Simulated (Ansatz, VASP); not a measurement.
Ni in VASP and in Ansatz

File POSCAR:

```
Ni
1.0
    0.0000000000      1.7375729330      1.7375729330
    1.7375729330      0.0000000000      1.7375729330
    1.7375729330      1.7375729330      0.0000000000
Ni
1
Direct
    0.0000000000      0.0000000000      0.0000000000
```

The input INCAR.step1:

```
PREC = Accurate
ENCUT = 520
EDIFF = 1E-5
ISMEAR = -1
SIGMA = 0.05
LREAL = F
LASPH = T
NELM = 150
ALGO = Normal
ISIF = 2
LWAVE = T
ISPIN = 2
MAGMOM = 1
LORBIT = 11
LMAXMIX = 4
NBANDS = 15
GGA = PE
```

Contents of INCAR.step2:

```
PREC = Accurate
ENCUT = 520
EDIFF = 1E-7
ISMEAR = -1
SIGMA = 0.05
LREAL = F
LASPH = T
NELM = 150
ALGO = Normal
ISIF = 2
LWAVE = F
LCHARG = T
ISPIN = 2
MAGMOM = 1
LORBIT = 11
LMAXMIX = 4
GGA = PE
LHFCALC = T
AEXX = 0.25
HFSCREEN = 0.3
PRECFOCK = Normal
LELF = T
LVHAR = T
NBANDS = 15
ISTART = 1
```

Contents of KPOINTS:

```
Automatic mesh
0
Gamma
  7 7 7
```

Contents of input.yaml:

```yaml
crystal:
  lattice:
    - [0.0, 1.737572933, 1.737572933]
    - [1.737572933, 0.0, 1.737572933]
    - [1.737572933, 1.737572933, 0.0]
  atoms:
    - { symbol: Ni, position: [0.0, 0.0, 0.0], spin: 1.0 }
hamiltonian:
  xc: { exchange: pbe, correlation: pbe, exx: { coeff: 0.25, omega: 0.3 } }
  pseudopotentials: { kind: paw }
magnetization:
  spin_polarized: true
kpoints:
  mp_grid: { grid: [7, 7, 7] }
  band_path:
    path:
      - [[0.0, 0.0, 0.0], [0.5, 0.0, 0.5], [0.5, 0.25, 0.75], [0.375, 0.375, 0.75], [0.0, 0.0, 0.0], [0.5, 0.5, 0.5], [0.625, 0.25, 0.625], [0.5, 0.25, 0.75], [0.5, 0.5, 0.5], [0.375, 0.375, 0.75]]
      - [[0.625, 0.25, 0.625], [0.5, 0.0, 0.5]]
    npoints: 4
scf:
  occupations: { method: fermi_dirac, width: 0.05 }
  n_extra_bands: 6
output:
  forces: true
  stress: true
  eigenvalues: true
  fatbands: false
```

Alike in both runs: functional PBE-based screened hybrid; k mesh 7 × 7 × 7; occupations fermi-dirac, width 0.05 eV; collinear spin.

|  | VASP | Ansatz |
| --- | --- | --- |
| version | VASP 6.6.1 | Ansatz 0.2.0 |
| potentials or method | VASP PAW PBE potentials, release 64 (Ni) | Ansatz PAW |
| plane-wave cutoff (eV) | 520 | 420 |
| valence electrons in the cell | 10 | 18 |
| task | single point | band structure |

Ansatz gave:

| Quantity | Value |
| --- | --- |
| gap on the k mesh at the Fermi level (eV) | none |
| pressure (GPa) | 6.9 |
| net moment per atom (μB) | 0.98 |
| size of the moment on the site where the two differ most (μB) | 1.08 |

**Question.** Estimate VASP's values.

**Answer.** gap on the k mesh at the Fermi level (eV): none; pressure (GPa): 7.3; net moment per atom (μB): 0.98; size of the moment on the site where the two differ most (μB): 0.99.

VASP's potentials were made for PBE, not for PBE-based screened hybrid. Site moments also hang on the region over which each program counts them. A gap of «none» marks a metal or a gap that the smearing closes. VASP's potentials hold 10 valence electrons a cell and Ansatz's 18, so a difference there can come from the potentials and not from the codes.

The k mesh is coarse, so the values compare programs but aren't converged. Noted on Ansatz's run: the magnetic or orbital state may not be the lowest.
